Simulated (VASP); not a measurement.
# Si16N (a cell with a defect) in VASP: notebook, part 3 of 3

VASP 6.6.1. The steps go on from the part before.

### 6 Single point, PBEsol, collinear spin, zero start

The input, INCAR:

```
PREC     = Accurate       # precision mode
ENCUT    = 520            # plane-wave cutoff, eV
EDIFF    = 1E-7           # SCF threshold, eV
ISMEAR   = 0              # smearing method
SIGMA    = 0.02           # smearing width, eV
LREAL    = Auto         
LASPH    = T              # aspherical terms in the spheres
NELM     = 150            # most SCF steps
ALGO     = Normal         # electronic algorithm
ISIF     = 2              # what is computed and relaxed
LWAVE    = F              # write WAVECAR
LCHARG   = F              # write CHGCAR
ISPIN    = 2              # spin polarisation
MAGMOM   = 0 0 0 0 0 0 0 0 0 0 0 0 0 0 0 0 0 # initial moments
LORBIT   = 11             # projections on sites
GGA      = PS             # functional
NBANDS   = 52             # bands
```

The input, KPOINTS:

```
Automatic mesh
0
Gamma
  2 2 2
```

The input, POSCAR:

```
Si16N
1.0
    0.0000000000      5.4300000000      5.4300000000
    5.4300000000      0.0000000000      5.4300000000
    5.4300000000      5.4300000000      0.0000000000
Si N
16 1
Direct
    0.0075058932     -0.0260797422     -0.0444401473
    0.1345342541      0.0714084715      0.1017578269
    0.0132541436     -0.0077918969      0.4769716390
    0.1258421731      0.1502992634      0.5773033149
    0.0158890424      0.4363481584      0.0172623389
    0.1522679558      0.6261325967      0.1592394107
    0.0017372007      0.5157563536      0.5308593002
    0.1406702578      0.6232034070      0.6526131676
    0.5069348066     -0.0025552486     -0.0129141805
    0.6314407919      0.1266706262      0.1078277164
    0.5012577348      0.0099477901      0.4835730203
    0.6359581952      0.1210681400      0.6109841621
    0.5255449355      0.5022226519     -0.0056712707
    0.6475964088      0.6239853591      0.1180207182
    0.5182118785      0.4962857274      0.4953912523
    0.6281313996      0.6358800184      0.6199940147
    0.1199448435      0.4161789134      1.1758380295
```

Potentials or basis: VASP PAW PBE potentials, release 64 (Si, N).

Started as:

```sh
> cat potpaw_PBE.64/Si/POTCAR potpaw_PBE.64/N/POTCAR > POTCAR
> mpirun -np 1 vasp_std > vasp.out
```

OUTCAR:

```text
PREC = Accurate
   ENCUT = 520
   EDIFF = 1E-7
   ISMEAR = 0
   LREAL = Auto
   LASPH = T
   NELM = 150
   ISIF = 2
   ISPIN = 2
   LORBIT = 11
   GGA = PS

 ion  position               nearest neighbor table
   1  0.008  0.974  0.956-   6 2.33   2 2.33  10 2.39   4 2.40
   2  0.135  0.071  0.102-   5 2.31   1 2.33   9 2.37   3 2.38
   3  0.013  0.992  0.477-   4 2.34   8 2.35  12 2.37   2 2.38
   4  0.126  0.150  0.577-   3 2.34   7 2.36  11 2.36   1 2.40
   5  0.016  0.436  0.017-  17 1.68   2 2.31   8 2.34  14 2.35   6 2.94
   6  0.152  0.626  0.159-  17 1.69   1 2.33   7 2.34  13 2.36   5 2.94
   7  0.002  0.516  0.531-   8 2.31   6 2.34  16 2.36   4 2.36
   8  0.141  0.623  0.653-   7 2.31   5 2.34   3 2.35  15 2.38
   9  0.507  0.997  0.987-  14 2.35  10 2.35  12 2.36   2 2.37
  10  0.631  0.127  0.108-   9 2.35  11 2.36  13 2.36   1 2.39
  11  0.501  0.010  0.484-  12 2.34  16 2.35  10 2.36   4 2.36
  12  0.636  0.121  0.611-  11 2.34  15 2.36   9 2.36   3 2.37
  13  0.526  0.502  0.994-  14 2.30  16 2.35   6 2.36  10 2.36
  14  0.648  0.624  0.118-  13 2.30   9 2.35   5 2.35  15 2.37
  15  0.518  0.496  0.495-  16 2.35  12 2.36  14 2.37   8 2.38
  16  0.628  0.636  0.620-  11 2.35  15 2.35  13 2.35   7 2.36
  17  0.120  0.416  0.176-   5 1.68   6 1.69

  LATTYP: Found a face centered cubic cell.
 ALAT       =    10.8600000000

  Lattice vectors:

 A1 = (   0.0000000000,   5.4300000000,   5.4300000000)
 A2 = (   5.4300000000,   0.0000000000,   5.4300000000)
 A3 = (   5.4300000000,   5.4300000000,   0.0000000000)

Analysis of symmetry for initial positions (statically):
=====================================================================
 Subroutine PRICEL returns:
 Original cell was already a primitive cell.

 Routine SETGRP: Setting up the symmetry group for a
 face centered cubic supercell.

 Subroutine GETGRP returns: Found  1 space group operations
[... 209 lines left out ...]
      4      -3.7766      1.00000
      5      -3.7348      1.00000
      6      -3.3099      1.00000
[... 381 lines left out ...]
     45       9.9130      0.00000
     46      10.0158      0.00000
 Fermi energy:         5.7190130128

 spin component 2

 k-point     1 :       0.0000    0.0000    0.0000
  band No.  band energies     occupation
      1      -9.4213      1.00000
      2      -5.7733      1.00000
      3      -4.0157      1.00000
      4      -3.7767      1.00000
      5      -3.7349      1.00000
      6      -3.3099      1.00000
[... 381 lines left out ...]
     45       9.9129      0.00000
     46      10.0157      0.00000
 [bands above 46 left out]

------------------------ aborting loop because EDIFF is reached ----------------------------------------

  FORCE on cell =-STRESS in cart. coord.  units (eV):
  Direction    XX          YY          ZZ          XY          YZ          ZX
  --------------------------------------------------------------------------------------
  -------------------------------------------------------------------------------------
  Total        3.4557067      3.4024025      3.6351617      3.0870567      2.5072328      4.2714877
  in kB       17.2909148     17.0242027     18.1888330     15.4463439     12.5451469     21.3727426
  external PRESSURE =      17.5013168 kB  Pullay stress =       0.0000000 kB

 VOLUME and BASIS-vectors are now :
 -----------------------------------------------------------------------------
  energy-cutoff  :      520.00
  volume of cell :      320.21
      direct lattice vectors                 reciprocal lattice vectors
     0.000000000  5.430000000  5.430000000    -0.092081031  0.092081031  0.092081031
     5.430000000  0.000000000  5.430000000     0.092081031 -0.092081031  0.092081031
     5.430000000  5.430000000  0.000000000     0.092081031  0.092081031 -0.092081031

 POSITION                                       TOTAL-FORCE (eV/Angst)
 -----------------------------------------------------------------------------------
     10.47708      5.22945      5.32914         0.110062     -0.030135     -0.010755
      0.94029      1.28307      1.11827         0.075269     -0.005651      0.027023
      7.97765      2.66193      5.45966         0.085365     -0.039509      0.047415
      3.95088      3.81808      1.49945        -0.045756      0.054009      0.022780
      2.46311      0.18001      2.45565         0.040752     -0.087402      0.094842
      4.26457      1.69149      4.22672        -0.113950     -0.198392      0.006483
[... 9 lines left out ...]
      6.81940      6.77732      6.86358         0.010843      0.041889      0.057321
      3.21465      1.60610      2.91115        -0.170375      0.471825     -0.199740
 -----------------------------------------------------------------------------------
    total drift:                                0.001877     -0.001374     -0.001126

  FREE ENERGIE OF THE ION-ELECTRON SYSTEM (eV)
  ---------------------------------------------------
  free  energy   TOTEN  =       -97.8951758453 eV

  energy  without entropy=      -97.8917823843  energy(sigma->0) =      -97.89347911

 total charge

# of ion       s       p       d       tot
------------------------------------------
    1        0.759   0.942   0.000   1.701
    2        0.754   0.944   0.000   1.698
    3        0.751   0.922   0.000   1.673
    4        0.752   0.899   0.000   1.651
    5        0.749   0.967   0.000   1.716
    6        0.753   0.953   0.000   1.706
[... 9 lines left out ...]
   16        0.742   0.944   0.000   1.686
   17        1.271   2.521   0.000   3.792
--------------------------------------------------
tot         13.279  17.556   0.000  30.835

 magnetization (x)

# of ion       s       p       d       tot
------------------------------------------
    1        0.000  -0.000   0.000  -0.000
    2       -0.000  -0.000   0.000  -0.000
    3       -0.000  -0.000   0.000  -0.000
    4        0.000  -0.000   0.000  -0.000
    5       -0.000  -0.000   0.000  -0.000
    6        0.000  -0.000   0.000  -0.000
[... 9 lines left out ...]
   16       -0.000  -0.000   0.000  -0.000
   17        0.000   0.000   0.000   0.000
--------------------------------------------------
tot          0.000  -0.000   0.000  -0.000
```

Run time: 30 min. Hardware: 1 thread of Intel Xeon 8259CL, shared host; peak memory 0.73 GiB.

Results:

```yaml
Free_energy: -97.8952 eV
Pressure: 1.8 GPa
Largest_force: 0.540 eV/Å
Net_moment: 0.00 μB per cell
Valence_electrons_inside_the_program's_atomic_spheres: Si 1.70, 1.67, 1.65, 1.72, 1.71, 1.68, 1.69 (each value once); N 3.79
```

Forces in eV/Å, atoms in the order of the input:
```
Si   0.110 -0.030 -0.011
Si   0.075 -0.006  0.027
Si   0.085 -0.040  0.047
Si  -0.046  0.054  0.023
Si   0.041 -0.087  0.095
Si  -0.114 -0.198  0.006
Si  -0.060 -0.080  0.042
Si  -0.006 -0.075  0.103
Si  -0.010 -0.047 -0.018
Si  -0.001 -0.043 -0.057
Si  -0.030 -0.013  0.026
Si  -0.006 -0.007  0.004
Si  -0.016 -0.073 -0.080
Si   0.087  0.065 -0.062
Si   0.049  0.066 -0.004
Si   0.011  0.042  0.057
N   -0.170  0.472 -0.200
```

Caveat: the k points lie up to 0.50 Å⁻¹ apart; the PAW data sets were made with another functional, which shifts forces and pressure a little.

### 7 Single point, PBEsol, collinear spin, zero start

The input, INCAR:

```
PREC     = Accurate       # precision mode
ENCUT    = 520            # plane-wave cutoff, eV
EDIFF    = 1E-6           # SCF threshold, eV
ISMEAR   = 0              # smearing method
SIGMA    = 0.02           # smearing width, eV
LREAL    = Auto         
LASPH    = True           # aspherical terms in the spheres
NELM     = 150            # most SCF steps
ALGO     = Normal         # electronic algorithm
ISIF     = 2              # what is computed and relaxed
LWAVE    = False          # write WAVECAR
LCHARG   = False          # write CHGCAR
ISPIN    = 2              # spin polarisation
MAGMOM   = 0 0 0 0 0 0 0 0 0 0 0 0 0 0 0 0 0 # initial moments
LORBIT   = 11             # projections on sites
GGA      = PS             # functional
NBANDS   = 52             # bands
```

The input, KPOINTS:

```
regular mesh
0
Gamma
  2 2 2
```

The input, POSCAR:

```
Si16N
1.0
    0.0000000000      5.4300000000      5.4300000000
    5.4300000000      0.0000000000      5.4300000000
    5.4300000000      5.4300000000      0.0000000000
Si N
16 1
Direct
    0.0094755985     -0.0014522099     -0.0411752302
    0.1357969613      0.0906186924      0.1126127993
    0.0048975138     -0.0237527624      0.4889170350
    0.1360056169      0.1351409761      0.5668732044
    0.0238244936      0.4572821363      0.0345252302
    0.1686302026      0.6293184162      0.1156427256
   -0.0113196133      0.5119177716      0.4937063536
    0.1391802947      0.6030965009      0.6354441989
    0.5085358195     -0.0072964088     -0.0051560773
    0.6351696133      0.1250460405      0.1108300184
    0.5057212707      0.0064835175      0.4855527624
    0.6317419890      0.1201469613      0.6198874770
    0.5342658379      0.4990070902     -0.0094837017
    0.6562293738      0.6195674954      0.1199345304
    0.5128770718      0.4952424494      0.4947674954
    0.6225379374      0.6342406998      0.6201018416
    0.0711742173      0.4047863720      1.2838611418
```

Started as:

```sh
> cat potpaw_PBE.64/Si/POTCAR potpaw_PBE.64/N/POTCAR > POTCAR
> mpirun -np 1 vasp_std > vasp.out
```

Wall time 21 min (1 thread of Intel Xeon 8259CL, shared host); peak memory 0.72 GiB.

The run converged. Its results:

* Free energy: -97.4636 eV
* Pressure: 1.0 GPa
* Largest force: 0.560 eV/Å
* Net moment: 0.00 μB per cell
* Valence electrons inside the program's atomic spheres: Si 1.68, 1.69, 1.70, 1.63, 1.62, 1.66, 1.65, 1.71 (each value once); N 3.73

Forces in eV/Å, atoms in the order of the input:
```
Si  -0.038  0.122 -0.008
Si   0.060  0.000  0.063
Si  -0.046  0.038  0.061
Si   0.208  0.139 -0.199
Si   0.111  0.105 -0.114
Si   0.062  0.027  0.184
Si   0.082  0.117 -0.131
Si   0.058 -0.007 -0.086
Si  -0.065 -0.025  0.018
Si  -0.087  0.021  0.011
Si   0.053 -0.141  0.032
Si  -0.053  0.002 -0.005
Si  -0.080  0.000  0.007
Si   0.068 -0.065 -0.113
Si  -0.015  0.002 -0.061
Si   0.083 -0.114  0.020
N   -0.403 -0.222  0.319
```

Stress tensor (GPa, compression positive):
```
 1.06 -1.23 -0.38
-1.23  0.08  1.08
-0.38  1.08  1.80
```

Levels at points of the mesh, in eV from the Fermi level:
Spin up:
```tsv
k point	band 31	band 32	band 33	band 34	band 35	band 36	band 37	band 38
(0.00, 0.00, 0.00)	-1.09	-0.56	-0.40	-0.16	0.05	0.28	0.51	0.58
(0.50, 0.00, 0.00)	-1.27	-1.07	-0.93	-0.70	0.16	0.88	1.13	1.24
(0.00, 0.50, 0.00)	-1.27	-1.16	-0.85	-0.63	-0.05	1.01	1.17	1.34
(0.00, 0.00, 0.50)	-1.39	-1.32	-0.97	-0.83	0.31	1.10	1.24	1.28
(0.50, 0.50, 0.50)	-1.31	-1.20	-0.78	-0.68	-0.14	1.10	1.16	1.35
(0.50, 0.50, 0.00)	-1.65	-1.47	-1.41	-0.60	-0.41	1.06	1.33	1.49
(0.00, 0.50, 0.50)	-1.67	-1.50	-1.37	-0.87	-0.36	1.10	1.39	1.76
(0.50, 0.00, 0.50)	-1.66	-1.47	-1.23	-1.06	0.16	1.21	1.32	1.62
```
Spin down:
```csv
k point,band 31,band 32,band 33,band 34,band 35,band 36,band 37,band 38
"(0.00, 0.00, 0.00)",-1.09,-0.56,-0.40,-0.16,0.05,0.28,0.51,0.58
"(0.50, 0.00, 0.00)",-1.27,-1.07,-0.93,-0.70,0.16,0.88,1.13,1.24
"(0.00, 0.50, 0.00)",-1.27,-1.16,-0.85,-0.63,-0.05,1.01,1.17,1.34
"(0.00, 0.00, 0.50)",-1.39,-1.32,-0.97,-0.83,0.31,1.10,1.24,1.28
"(0.50, 0.50, 0.50)",-1.31,-1.20,-0.78,-0.68,-0.14,1.10,1.16,1.35
"(0.50, 0.50, 0.00)",-1.65,-1.47,-1.41,-0.60,-0.41,1.06,1.33,1.49
"(0.00, 0.50, 0.50)",-1.67,-1.50,-1.37,-0.87,-0.36,1.10,1.39,1.76
"(0.50, 0.00, 0.50)",-1.66,-1.47,-1.23,-1.06,0.16,1.21,1.32,1.62
```

Caveat: the k points lie up to 0.50 Å⁻¹ apart; the PAW data sets were made with another functional, which shifts forces and pressure a little.

### 8 The runs side by side

| cell | gap on the mesh (eV) | pressure (GPa) | moment (μB) | largest force (eV/Å) |
| --- | --- | --- | --- | --- |
| as given, atomic positions A | none | 1.9 | 0.00 | 0.65 |
| as given, atomic positions B | none | 1.6 | 0.00 | 0.04 |
| as given, atomic positions C | none | 1.0 | 0.00 | 0.48 |
| as given, atomic positions D | none | 1.2 | 0.00 | 0.54 |
| as given, atomic positions E | none | 1.8 | 0.00 | 0.54 |
| as given, atomic positions F | none | 1.0 | 0.00 | 0.56 |

Alike in all rows: task single point; level PBEsol; potentials or basis VASP PAW PBE potentials, release 64 (Si, N); spin collinear, zero start; k mesh 2 × 2 × 2; cutoff (eV) 520; smearing gaussian 0.02 eV.

Caveats: all runs use coarse meshes; the PAW data sets were made with another functional, which shifts forces and pressure a little.

Total energies depend on the potentials used, so only differences within one code and one set of settings carry meaning.
